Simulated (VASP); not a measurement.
The system is KF.

```
K F
1.0
     0.00000    3.02424    3.02424
     3.02424    0.00000    3.02424
     3.02424    3.02424    0.00000
K F
1 1
Direct
  0.00000 0.00000 0.00000
  0.25000 0.25000 0.25000
```

The cell was generated, and may not be a known phase.

```yaml
Program: VASP 6.6.1
Task: relaxation of cell and atoms
Functional: PBE
Potentials_or_basis: VASP PAW PBE potentials, release 64 (K_sv, F_h)
Cutoff: 1350 eV
k_mesh: 4 × 4 × 4
Occupations: gaussian, width 0.15 eV
Spin: no spin polarisation
```

At the start: pressure -0.9 GPa; volume 27.66 Å³/atom.

How do energy, volume and symmetry change on relaxing?

Over 3 steps the energy falls by 4.1 meV/atom and the volume is 26.40 Å³/atom (-4.6 %); space group F-43m (No. 216, to 0.1 Å) before and after.

Step by step:
| step | energy change (eV) | largest force (eV/Å) | pressure (GPa) | volume (Å³) |
| --- | --- | --- | --- | --- |
| 1 | 0.0000 | 0.0000 | -0.93 | 55.32 |
| 2 | -0.0059 | 0.0000 | -0.52 | 54.04 |
| 3 | -0.0081 | 0.0000 | -0.05 | 52.79 |

Final structure:
```cif
data_structure
_symmetry_space_group_name_H-M 'P 1'
_symmetry_Int_Tables_number 1
_cell_length_a 4.2108
_cell_length_b 4.2108
_cell_length_c 4.2108
_cell_angle_alpha 60.000
_cell_angle_beta 60.000
_cell_angle_gamma 60.000
_cell_volume 52.79
loop_
_atom_site_label
_atom_site_type_symbol
_atom_site_fract_x
_atom_site_fract_y
_atom_site_fract_z
_atom_site_occupancy
K1 K 0.00000 0.00000 0.00000 1
F1 F 0.25000 0.25000 0.25000 1
```

Caveat: the k points lie up to 0.46 Å⁻¹ apart in the final cell.
